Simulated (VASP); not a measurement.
# BeTe (F-43m) in VASP: a series of runs

Runs on BeTe. Level: PBEsol. Tasks: single point.

Program: VASP 6.6.1. These are calculated values, not measurements. Logs are shortened: lines on timing, memory, paths and dates and some standing lists are left out, and cuts for length are marked.

## (1) The cell of the first run

Symmetry: F-43m, No. 216, cubic system. Conventional cell: a = 5.606 Å, b = 5.606 Å, c = 5.606 Å, α = 90.00°, β = 90.00°, γ = 90.00°. Be (site symmetry -43m) has 4 Te at 2.43 Å within 3.2 Å. Te (site symmetry -43m) has 4 Be at 2.43 Å within 3.2 Å.

## (2) Single point, PBEsol

Contents of INCAR:

```
SYSTEM = BeTe
  PREC = Accurate
  ENCUT = 600
  EDIFF = 1E-6
  ISMEAR = 0
  SIGMA = 0.01
  LREAL = .FALSE.
  LASPH = .TRUE.
  NELM = 120
  ALGO = Normal
  ISIF = 2
  LWAVE = .FALSE.
  LCHARG = .FALSE.
  GGA = PS
  NBANDS = 11
  GGA_COMPAT = .FALSE.
```

Contents of KPOINTS:

```
regular mesh
0
G
  8 8 8
  0 0 0
```

Contents of POSCAR:

```
BeTe
1.0
    0.0000000000      2.8027859738      2.8027859738
    2.8027859738      0.0000000000      2.8027859738
    2.8027859738      2.8027859738      0.0000000000
Be Te
1 1
Direct
    0.0000000000      0.0000000000      0.0000000000
    0.7500000000      0.7500000000      0.7500000000
```

Potentials or basis: VASP PAW PBE potentials, release 64 (Be, Te).

On the command line:

```sh
$ cat potpaw_PBE.64/Be/POTCAR potpaw_PBE.64/Te/POTCAR > POTCAR
$ mpirun -np 1 vasp_std > vasp.out
```

OUTCAR:

```text
SYSTEM = BeTe
   PREC = Accurate
   ENCUT = 600
   EDIFF = 1E-6
   ISMEAR = 0
   LREAL = .FALSE.
   LASPH = .TRUE.
   NELM = 120
   ISIF = 2
   GGA = PS

 ion  position               nearest neighbor table
   1  0.000  0.000  0.000-   2 2.43   2 2.43   2 2.43   2 2.43
   2  0.750  0.750  0.750-   1 2.43   1 2.43   1 2.43   1 2.43

  LATTYP: Found a face centered cubic cell.
 ALAT       =     5.6055719476

  Lattice vectors:

 A1 = (   0.0000000000,   2.8027859738,   2.8027859738)
 A2 = (   2.8027859738,   0.0000000000,   2.8027859738)
 A3 = (   2.8027859738,   2.8027859738,   0.0000000000)

Analysis of symmetry for initial positions (statically):
=====================================================================
 Subroutine PRICEL returns:
 Original cell was already a primitive cell.

 Routine SETGRP: Setting up the symmetry group for a
 face centered cubic supercell.

 Subroutine GETGRP returns: Found 24 space group operations
 (whereof 24 operations were pure point group operations)
 out of a pool of 48 trial point group operations.

The static configuration has the point symmetry T_d .

Analysis of symmetry for dynamics (positions and initial velocities):
=====================================================================
 Subroutine PRICEL returns:
 Original cell was already a primitive cell.

 Routine SETGRP: Setting up the symmetry group for a
 face centered cubic supercell.

 Subroutine GETGRP returns: Found 24 space group operations
 (whereof 24 operations were pure point group operations)
 out of a pool of 48 trial point group operations.

The dynamic configuration has the point symmetry T_d .

 Subroutine INISYM returns: Found 24 space group operations
 (whereof 24 operations are pure point group operations),
 and found     1 'primitive' translations

----------------------------------------------------------------------------------------

                                     Primitive cell

  volume of cell :      44.0352

  direct lattice vectors                    reciprocal lattice vectors
     0.000000000  2.802785974  2.802785974    -0.178393928  0.178393928  0.178393928
     2.802785974  0.000000000  2.802785974     0.178393928 -0.178393928  0.178393928
     2.802785974  2.802785974  0.000000000     0.178393928  0.178393928 -0.178393928

  length of vectors
     3.963737937  3.963737937  3.963737937     0.308987348  0.308987348  0.308987348

  position of ions in fractional coordinates (direct lattice)
     0.000000000  0.000000000  0.000000000
     0.750000000  0.750000000  0.750000000

  ion indices of the primitive-cell ions
   primitive index   ion index
                 1           1
                 2           2

----------------------------------------------------------------------------------------

 KPOINTS: regular mesh

Automatic generation of k-mesh.
 Grid dimensions read from file:
 generate k-points for:    8    8    8

 Generating k-lattice:

  Cartesian coordinates                     Fractional coordinates (reciprocal lattice)
    -0.022299241  0.022299241  0.022299241     0.125000000  0.000000000  0.000000000
     0.022299241 -0.022299241  0.022299241     0.000000000  0.125000000  0.000000000
     0.022299241  0.022299241 -0.022299241     0.000000000  0.000000000  0.125000000

  Length of vectors
     0.038623418  0.038623418  0.038623418

  Shift w.r.t. Gamma in fractional coordinates (k-lattice)
     0.000000000  0.000000000  0.000000000

 Subroutine IBZKPT returns following result:
 ===========================================

 Found     29 irreducible k-points:

 Following reciprocal coordinates:
            Coordinates               Weight
  0.000000  0.000000  0.000000      1.000000
  0.125000  0.000000  0.000000      8.000000
  0.250000  0.000000  0.000000      8.000000
  0.375000  0.000000  0.000000      8.000000
  0.500000  0.000000  0.000000      4.000000
  0.125000  0.125000  0.000000      6.000000
[... 16 lines left out ...]
  0.500000  0.250000  0.125000     48.000000
 -0.375000  0.250000  0.125000     24.000000
 [... further k-points ...]
   k-points           NKPTS =     29   k-points in BZ     NKDIM =     29   number of bands    NBANDS=     11
   number of dos      NEDOS =    301   number of ions     NIONS =      2
   total plane-waves  NPLWV =  32768
   dimension x,y,z NGX =    32 NGY =   32 NGZ =   32
   dimension x,y,z NGXF=    64 NGYF=   64 NGZF=   64
   ions per type =               1   1
   NGX,Y,Z   is equivalent  to a cutoff of  13.42, 13.42, 13.42 a.u.
   NGXF,Y,Z  is equivalent  to a cutoff of  26.84, 26.84, 26.84 a.u.
 SYSTEM =  BeTe
   PREC   = accura    normal or accurate (medium, high low for compatibility)
   ISTART =      0    job   : 0-new  1-cont  2-samecut
   ICHARG =      2    charge: 1-file 2-atom 10-const
   ISPIN  =      1    spin polarized calculation?
   LNONCOLLINEAR =      F non collinear calculations
   LSORBIT =      F    spin-orbit coupling
   LASPH  =      T    aspherical Exc in radial PAW
   ENCUT  =  600.0 eV  44.10 Ry    6.64 a.u.   7.92  7.92  7.92*2*pi/ulx,y,z
   NELM   =    120;   NELMIN=  2; NELMDL= -5     # of ELM steps
   EDIFF  = 0.1E-05   stopping-criterion for ELM
   LREAL  =      F    real-space projection
   EDIFFG = 0.1E-04   stopping-criterion for IOM
   NSW    =      0    number of steps for IOM
   IBRION =     -1    ionic relax: 0-MD 1-quasi-New 2-CG
   NFREE  =      0    steps in history (QN), initial steepest desc. (CG)
   ISIF   =      2    stress and relaxation
   ISYM   =      2    0-nonsym 1-usesym 2-fastsym
   POTIM  = 0.5000    time-step for ionic-motion
   TEBEG  =    0.0;   TEEND  =   0.0 temperature during run
   PSTRESS=    0.0 pullay stress
   NELECT =       8.0000    total number of electrons
   NUPDOWN=      -1.0000    fix difference up-down
   EMIN   =  10.00;   EMAX   =-10.00  energy-range for DOS
   EFERMI =   0.00;   METHOD = LEGACY
   ISMEAR =     0;   SIGMA  =   0.01  broadening in eV -4-tet -1-fermi 0-gaus
   EFERMI_NEDOS =   21; number of points for ismear=-14 and -15
   IALGO  =     38    algorithm
   IMIX   =      4    mixing-type and parameters
     AMIX     =   0.40;   BMIX     =  1.00
     AMIX_MAG =   1.60;   BMIX_MAG =  1.00
  volume/ion in A,a.u.               =      22.02       148.58
  Fermi-wavevector in a.u.,A,eV,Ry     =   0.927196  1.752146 11.696826  0.859692
  Thomas-Fermi vector in A             =   2.053240
   LORBIT       =      0    0 simple, 1 ext, 2 COOP (PROOUT), +10 PAW based schemes
   GGA     = PS    functional components
   LHFCALC =     F    Hartree Fock is set to
   AEXX    =    0.0000 exact exchange contribution
   IVDW    =     0    specifies the selected vdW correction
   LEPSILON=     F    determine dielectric tensor
   LRPA    =     F    only Hartree local field effects (RPA)
 non-spin polarized calculation
 Gauss-broadening in eV      SIGMA  =   0.01
  energy-cutoff  :      600.00
  volume of cell :       44.04
 maximum number of plane-waves:      1480
   NGX = 15   NGY = 15   NGZ = 15

 number of electron       8.0000000 magnetization

 Free energy of the ion-electron system (eV)
  ---------------------------------------------------
  ext. energy  EPLUGINS =         0.00000000
  ---------------------------------------------------
  free energy    TOTEN  =        -8.21587660 eV

  energy without entropy =       -8.21587660  energy(sigma->0) =       -8.21587660

 E-fermi :   5.2168     XC(G=0):  -9.2577

 val. band max:        5.1616480735   @ k =   0.0000   0.0000   0.0000
 cond. band min:       6.9802075041   @ k =   0.5000   0.5000   0.0000
 fundamental gap:      1.8185594306
 Fermi energy:         5.2168113354

 k-point     1 :       0.0000    0.0000    0.0000
  band No.  band energies     occupation
      1      -7.2648      2.00000
      2       5.1616      2.00000
      3       5.1616      2.00000
      4       5.1616      2.00000
      5       8.7491      0.00000
      6       8.7491      0.00000
      7       8.7491      0.00000
      8       8.9954      0.00000
      9      13.3734      0.00000
     10      15.4332      0.00000
     11      15.4332      0.00000

 k-point     2 :       0.1250    0.0000    0.0000
  band No.  band energies     occupation
      1      -7.1137      2.00000
      2       3.8142      2.00000
      3       4.9194      2.00000
      4       4.9194      2.00000
      5       8.6829      0.00000
      6       9.1003      0.00000
      7       9.1003      0.00000
      8      10.3037      0.00000
      9      13.7926      0.00000
     10      14.4396      0.00000
     11      14.4396      0.00000

 k-point     3 :       0.2500    0.0000    0.0000
  band No.  band energies     occupation
      1      -6.6958      2.00000
      2       1.7679      2.00000
      3       4.4704      2.00000
      4       4.4704      2.00000
      5       8.4641      0.00000
      6       9.6320      0.00000
      7       9.6320      0.00000
      8      12.2085      0.00000
      9      14.0963      0.00000
     10      14.1589      0.00000
     11      14.1589      0.00000

 k-point     4 :       0.3750    0.0000    0.0000
  band No.  band energies     occupation
      1      -6.1611      2.00000
      2       0.1491      2.00000
      3       4.1269      2.00000
      4       4.1269      2.00000
      5       8.2937      0.00000
      6       9.7501      0.00000
      7       9.7501      0.00000
      8      12.8886      0.00000
      9      14.9118      0.00000
     10      15.2316      0.00000
     11      15.2316      0.00000

 k-point     5 :       0.5000    0.0000    0.0000
  band No.  band energies     occupation
      1      -5.8800      2.00000
      2      -0.5044      2.00000
      3       4.0039      2.00000
      4       4.0039      2.00000
      5       8.2334      0.00000
      6       9.7118      0.00000
      7       9.7118      0.00000
      8      12.8220      0.00000
      9      16.0595      0.00000
     10      16.6788      0.00000
     11      16.6788      0.00000
[... 211 lines left out ...]
 k-point    21 :       0.5000    0.5000    0.0000
  band No.  band energies     occupation
      1      -5.3745      2.00000
      2      -0.0436      2.00000
      3       2.4501      2.00000
      4       2.4501      2.00000
      5       6.9802      0.00000
      6       7.7551      0.00000
      7      14.9575      0.00000
      8      14.9575      0.00000
      9      16.7539      0.00000
     10      18.2272      0.00000
     11      18.5994      0.00000

 k-point    22 :       0.3750    0.2500    0.1250
  band No.  band energies     occupation
      1      -6.3498      2.00000
      2       1.5220      2.00000
      3       2.8491      2.00000
      4       3.9028      2.00000
      5       8.6993      0.00000
      6      10.0416      0.00000
      7      10.4651      0.00000
      8      11.4696      0.00000
      9      14.2290      0.00000
     10      15.6673      0.00000
     11      16.3154      0.00000

 k-point    23 :       0.5000    0.2500    0.1250
  band No.  band energies     occupation
      1      -5.8741      2.00000
      2       0.4411      2.00000
      3       2.3052      2.00000
      4       3.4325      2.00000
      5       9.1429      0.00000
      6       9.8206      0.00000
      7      11.0568      0.00000
      8      12.0913      0.00000
      9      15.0005      0.00000
     10      15.4774      0.00000
     11      17.3850      0.00000

 k-point    24 :      -0.3750    0.2500    0.1250
  band No.  band energies     occupation
      1      -5.6327      2.00000
      2      -0.0685      2.00000
      3       2.1969      2.00000
      4       3.2024      2.00000
      5       9.2994      0.00000
      6       9.5148      0.00000
      7      11.8618      0.00000
      8      12.9227      0.00000
      9      13.6044      0.00000
     10      16.7192      0.00000
     11      17.0263      0.00000

 [... further k-points ...]

------------------------ aborting loop because EDIFF is reached ----------------------------------------

  FORCE on cell =-STRESS in cart. coord.  units (eV):
  Direction    XX          YY          ZZ          XY          YZ          ZX
  --------------------------------------------------------------------------------------
  -------------------------------------------------------------------------------------
  Total        0.0639269      0.0639269      0.0639269      0.0000000     -0.0000000     -0.0000000
  in kB        2.3259194      2.3259194      2.3259194      0.0000000     -0.0000000     -0.0000000
  external PRESSURE =       2.3259194 kB  Pullay stress =       0.0000000 kB

 VOLUME and BASIS-vectors are now :
 -----------------------------------------------------------------------------
  energy-cutoff  :      600.00
  volume of cell :       44.04
      direct lattice vectors                 reciprocal lattice vectors
     0.000000000  2.802785974  2.802785974    -0.178393928  0.178393928  0.178393928
     2.802785974  0.000000000  2.802785974     0.178393928 -0.178393928  0.178393928
     2.802785974  2.802785974  0.000000000     0.178393928  0.178393928 -0.178393928

 POSITION                                       TOTAL-FORCE (eV/Angst)
 -----------------------------------------------------------------------------------
      0.00000      0.00000      0.00000         0.000000      0.000000      0.000000
      4.20418      4.20418      4.20418        -0.000000     -0.000000     -0.000000
 -----------------------------------------------------------------------------------
    total drift:                               -0.000000     -0.000000     -0.000000

  FREE ENERGIE OF THE ION-ELECTRON SYSTEM (eV)
  ---------------------------------------------------
  free  energy   TOTEN  =        -8.2158765992 eV

  energy  without entropy=       -8.2158765992  energy(sigma->0) =       -8.21587660
```

Wall time 14 s (1 thread of Intel Xeon 8259CL, shared host); peak memory 0.18 GiB.

Results:

- Free energy: -8.2159 eV
- Pressure: 0.2 GPa
- Band gap on the k mesh: 1.82 eV (least direct gap 3.59 eV)

Caveat: the PAW data sets were made with another functional, which shifts forces and pressure a little; spin-orbit coupling is left out, which moves the levels of the heavy elements. A k mesh can miss the band edges.

(Continued in part 2 of 2.)
